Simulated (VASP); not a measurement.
GaAs: relaxation of cell and atoms with LDA

Crystal: GaAs.

```
CELL_PARAMETERS angstrom
2.80145 2.80145 0.00000
-2.80145 2.80145 0.00000
0.00000 2.80145 2.80145
ATOMIC_POSITIONS crystal
Ga 0.00000 0.00000 0.00000
As 0.75000 0.25000 0.50000
```

| Quantity | Value |
| --- | --- |
| Program | VASP 6.6.1 |
| Task | relaxation of cell and atoms |
| Functional | LDA |
| Potentials or basis | VASP PAW LDA potentials, release 64 (Ga_d, As) |
| Cutoff | 500 eV |
| k mesh | 8 × 8 × 8 |
| Occupations | gaussian, width 0.01 eV |
| Spin | no spin polarisation |
| Target pressure | 2 GPa |
| Dipole correction | no |
| Further INCAR settings | ALGO = Normal; EDIFF = 1e-07; IBRION = 2; EDIFFG = -0.002; NSW = 100; ISIF = 3 |

The relaxed volume is 21.53 Å³/atom. The relaxed cell is a = 3.934 Å, b = 3.934 Å, c = 3.934 Å, α = 60.00°, β = 60.00°, γ = 90.00° and the space group after relaxing (to 0.1 Å) is F-43m (No. 216). The energy change on relaxing (the run minimises the enthalpy) is +3.3 meV/atom and the ionic steps are 3. The pressure after relaxing is 2.0 GPa. The band gap on the k mesh is 0.70 eV.

Step by step:
```
step  energy change (eV)  largest force (eV/Å)  pressure (GPa)  volume (Å³)
   1              0.0000                0.0000            0.31        43.97
   2              0.0151                0.0000            3.08        42.51
   3              0.0065                0.0000            2.01        43.05
```

Final structure:
```xyz
2
Lattice="2.7817 2.7817 0.0000 -2.7817 2.7817 0.0000 0.0000 2.7817 2.7817" Properties=species:S:1:pos:R:3 pbc="T T T"
Ga    0.0000    2.7817    2.7817
As    1.3909    4.1726    1.3909
```

Levels at points of the mesh, in eV from the valence-band top:
| k point | band 6 | band 7 | band 8 | band 9 | band 10 | band 11 | band 12 | band 13 |
| --- | --- | --- | --- | --- | --- | --- | --- | --- |
| (0.00, 0.00, 0.00) | -13.12 | 0.00 | 0.00 | 0.00 | 0.70 | 3.68 | 3.68 | 3.68 |
| (0.50, 0.00, 0.00) | -11.20 | -6.96 | -1.22 | -1.22 | 1.00 | 4.60 | 4.60 | 7.61 |
| (0.50, 0.50, 0.00) | -10.40 | -7.11 | -2.87 | -2.87 | 1.25 | 1.52 | 10.43 | 10.43 |

Run time: 34 s on 1 thread of Intel(R) Xeon(R) Platinum 8259CL CPU @ 2.50GHz (Skylake/Cascade Lake), with other jobs on the host, peak memory 0.16 GiB.

Caveat: the cell is relaxed towards a set pressure, so the run minimises the enthalpy, not the energy; semilocal functionals underestimate gaps, and a narrow one can read as zero. Zero-point motion and thermal expansion aren't in these numbers.
